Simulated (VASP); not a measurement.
EuS, 2 atoms in the cell. Symmetry: Fm-3m, No. 225, cubic system. Conventional cell: a = 5.957 Å, b = 5.957 Å, c = 5.957 Å, α = 90.00°, β = 90.00°, γ = 90.00°. Within 3.9 Å of Eu (site symmetry m-3m) lie 6 S at 2.98 Å. S (site symmetry m-3m) has 6 Eu at 2.98 Å within 3.9 Å. 

```yaml
Program: VASP 6.6.1
Task: single point
Functional: PBE
Potentials_or_basis: VASP PAW PBE potentials, release 64 (Eu, S)
Cutoff: 600 eV
k_mesh: 4 × 4 × 4
Occupations: gaussian, width 0.05 eV
Spin: collinear spin, ferromagnetic start
Starting_moments: "[7.0, 0.0] μB"
Hubbard_terms: Eu f U = 6.0 eV
Dipole_correction: no
Further_INCAR_settings: ALGO = Normal; EDIFF = 1e-06; NBANDS = 22
```

Potentials or basis: VASP PAW PBE potentials, release 64 (Eu, S).

Command:

```sh
$ cat potpaw_PBE.64/Eu/POTCAR potpaw_PBE.64/S/POTCAR > POTCAR
$ mpirun -np 1 vasp_std > vasp.out
```

Hardware: 1 thread of AMD EPYC 7571 (shared host).

Task: How long does it take, and how much memory?

Result: Wall time 2.4 min on 1 thread of AMD EPYC 7571, with other jobs on the host, peak memory 0.22 GiB. Counts: scf iterations 18, k points 8.
